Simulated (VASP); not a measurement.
# Ir: single point with r2SCAN

Ir:

```
Ir
1.0
     0.00000    1.97380    1.81590
     1.97380    0.00000    1.81590
     1.97380    1.97380    0.00000
Ir
1
Direct
  0.00000 0.00000 0.00000
```

This cell differs from its parent crystal: ratio of the length along z to the lengths across it x 0.92, volume and fractional coordinates fixed.

* Program: VASP 6.6.1
* Task: single point
* Functional: r2SCAN
* Potentials or basis: VASP PAW PBE potentials, release 64 (Ir_sv_GW)
* Cutoff: 620 eV
* k mesh: 24 × 24 × 24
* Occupations: gaussian, width 0.15 eV
* Spin: no spin polarisation
* Dipole correction: no
* Further INCAR settings: ALGO = Normal; EDIFF = 1e-06; NBANDS = 14

```
Pressure               : 2.0 GPa
Band gap on the k mesh : zero (an odd number of electrons rules out a gap without spin polarisation)
```

Stress tensor (GPa, compression positive):
```
-7.94  0.00  0.00
 0.00 -7.94  0.00
 0.00  0.00 21.86
```

Levels at points of the mesh, in eV from the Fermi level:
```
           k point  band 5  band 6  band 7  band 8  band 9  band 10  band 11  band 12
(0.00, 0.00, 0.00)  -11.48   -4.27   -4.27   -3.22   -2.01    -0.64    14.42    19.19
(0.50, 0.00, 0.00)   -8.37   -4.70   -3.48   -0.65    0.61     1.30     7.79    13.93
(0.50, 0.50, 0.00)   -8.10   -7.67    0.84    1.65    1.65     3.08    11.08    11.08
(0.50, 0.00, 0.50)   -8.20   -7.48    0.78    1.04    1.19     2.03    10.41    12.14
```

Run time: 6.6 min on 1 thread of Intel(R) Xeon(R) Platinum 8488C (Sapphire Rapids) (shared host), peak memory 0.39 GiB.

Caveat: the stress differs along the axes, from -8 to 22 GPa; the PAW data sets were made with another functional, which shifts forces and pressure a little; spin-orbit coupling is left out, which moves the levels of the heavy elements.
